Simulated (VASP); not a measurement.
Ru, 2 atoms in the cell. Symmetry: P6_3/mmc, No. 194, hexagonal system. Conventional cell: a = 2.724 Å, b = 2.724 Å, c = 4.289 Å, α = 90.00°, β = 90.00°, γ = 120.00°. Within 3.5 Å of Ru (site symmetry -6m2) lie 12 Ru at 2.66 to 2.72 Å. 

| Quantity | Value |
| --- | --- |
| Program | VASP 6.6.1 |
| Task | single point |
| Functional | PBE |
| Potentials or basis | VASP PAW PBE potentials, release 64 (Ru_pv) |
| Cutoff | 520 eV |
| k mesh | 13 × 13 × 7 |
| Occupations | methfessel-paxton, width 0.2 eV |
| Spin | no spin polarisation |
| Dipole correction | no |
| Further INCAR settings | ALGO = Normal; EDIFF = 1e-06; NBANDS = 21 |

Potentials or basis: VASP PAW PBE potentials, release 64 (Ru_pv).

Run with:

```bash
$ cat potpaw_PBE.64/Ru_pv/POTCAR > POTCAR
$ mpirun -np 1 vasp_std > vasp.out
```

Hardware: 1 thread of AMD EPYC 7R13, with other jobs on the host.

**Question.** Estimate the wall time of this run.

**Answer.** It took 60 s on 1 thread of AMD EPYC 7R13, on a shared host, peak memory 0.13 GiB. Counts: scf iterations 12, k points 84.
